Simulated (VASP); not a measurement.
Write the native input for VASP 6.6.1 that does the following.

- Task: relaxation of cell and atoms
- Functional: PBE
- Potentials or basis: VASP PAW PBE potentials, release 64 (Be, Te)
- Cutoff: 600 eV
- k mesh: 4 × 4 × 2
- Occupations: gaussian, width 0.2 eV
- Spin: no spin polarisation
- Dipole correction: no
- Further INCAR settings: ALGO = Normal; EDIFF = 1e-07; IBRION = 2; EDIFFG = -0.08; NSW = 36; ISIF = 3

The structure of BeTe6 lies in POSCAR:

```
BeTe6
1.0
    4.1000000000      0.0000000000      0.0000000000
    0.0000000000      4.1000000000      0.0000000000
    0.0000000000      0.0000000000     12.1500000000
Be Te
1 6
Direct
    0.0000000000      0.0000000000      0.0000000000
    0.5000000000      0.0000000000      0.8840000000
    0.0000000000      0.5000000000      0.1160000000
    0.0000000000      0.0000000000      0.3650000000
    0.5000000000      0.5000000000      0.3650000000
    0.0000000000      0.0000000000      0.6350000000
    0.5000000000      0.5000000000      0.6350000000
```

These files were run (other wordings do the same):

INCAR

```
SYSTEM = BeTe6
ALGO = Normal ; EDIFF = 1E-7
EDIFFG = -0.08 ; ENCUT = 600
GGA = PE ; IBRION = 2
ISIF = 3 ; ISMEAR = 0
LASPH = .TRUE. ; LCHARG = .FALSE.
LREAL = .FALSE. ; LWAVE = .FALSE.
NELM = 100 ; NSW = 36
PREC = Accurate ; SIGMA = 0.2
```

KPOINTS

```
k-points
0
G
  4 4 2
  0 0 0
```

Potentials or basis: VASP PAW PBE potentials, release 64 (Be, Te).

The run is started by

```console
$ cat potpaw_PBE.64/Be/POTCAR potpaw_PBE.64/Te/POTCAR > POTCAR
$ mpirun -np 1 vasp_std > vasp.out
```

Results of the run:

The relaxed volume is 31.55 Å³/atom. The relaxed cell is a = 4.453 Å, b = 4.453 Å, c = 11.136 Å, α = 90.00°, β = 90.00°, γ = 90.00°, the space group after relaxing (to 0.05 Å) is P-4m2 (No. 115) and the energy gained by relaxing is 105.0 meV/atom. The ionic steps are 14. The pressure after relaxing is -0.2 GPa, the largest force after relaxing is 0.029 eV/Å and the band gap on the k mesh is zero (band 19 reaches 6.56 eV, above the bottom of band 20 at 4.46 eV).

Caveat: the k points lie up to 0.35 Å⁻¹ apart in the final cell; spin-orbit coupling is left out, which moves the levels of the heavy elements; the relaxation stopped at a loose force limit of 0.08 eV/Å, so its end isn't a converged minimum.

Run time: 11 min on 1 thread of AMD EPYC 9R45 96-Core Processor (Zen 5), on a shared host, peak memory 0.37 GiB.
